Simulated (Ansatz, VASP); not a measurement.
KBr in VASP and in Ansatz

The input INCAR:

```
ALGO = Normal
EDIFF = 1E-6
ENCUT = 520
GGA = PE
ISIF = 2
ISMEAR = -1
LASPH = True
LCHARG = True
LELF = True
LREAL = False
LVHAR = True
LWAVE = False
NBANDS = 15
NELM = 60
PREC = Accurate
SIGMA = 0.02
```

Contents of KPOINTS:

```
k-points
0
Gamma
  6 6 6
```

POSCAR

```
KBr
1.0
    0.0000000000      3.6768655648      3.6768655648
    3.6768655648      0.0000000000      3.6768655648
    3.6768655648      3.6768655648      0.0000000000
K Br
1 1
Direct
    0.0000000000      0.0000000000      0.0000000000
    0.2500000000      0.2500000000      0.2500000000
```

Input for Ansatz:

```yaml
crystal:
  lattice:
    - [0.0, 3.6768655648, 3.6768655648]
    - [3.6768655648, 0.0, 3.6768655648]
    - [3.6768655648, 3.6768655648, 0.0]
  atoms:
    - { symbol: K, position: [0.0, 0.0, 0.0] }
    - { symbol: Br, position: [0.25, 0.25, 0.25] }
kpoints:
  mp_grid: { grid: [6, 6, 6] }
  band_path:
    path:
      - [0.0, 0.0, 0.0]
      - [-0.5, -0.5, 0.0]
      - [-0.375, -0.375, 0.25]
      - [-0.375, 0.0, 0.375]
      - [0.0, 0.0, 0.5]
      - [-0.5, -0.25, 0.25]
      - [0.0, 0.229167, -0.25]
    npoints: 1
hamiltonian:
  xc: pbe
scf:
  occupations: { method: fermi_dirac, width: 0.02 }
  n_extra_bands: 4
output:
  forces: true
  stress: true
  eigenvalues: true
```

Change from the starting cell: hydrostatic strain -0.3%.

Alike in both runs: task single point; functional PBE; k mesh 6 × 6 × 6; occupations fermi-dirac, width 0.02 eV; no spin polarisation.

|  | VASP | Ansatz |
| --- | --- | --- |
| version | VASP 6.6.1 | Ansatz 0.2.0 |
| potentials or method | VASP PAW PBE potentials, release 64 (K_sv, Br) | plane waves, PAW |
| plane-wave cutoff (eV) | 520 | 420 |
| valence electrons in the cell | 16 | 16 |

```tsv
	VASP	Ansatz	Ansatz less VASP
gap on the k mesh at the Fermi level (eV)	4.30	4.30	+0.001
pressure (GPa)	0.4	0.4	-0.02
```

The functional is the same, so the differences come from potentials, cutoffs and numerics.
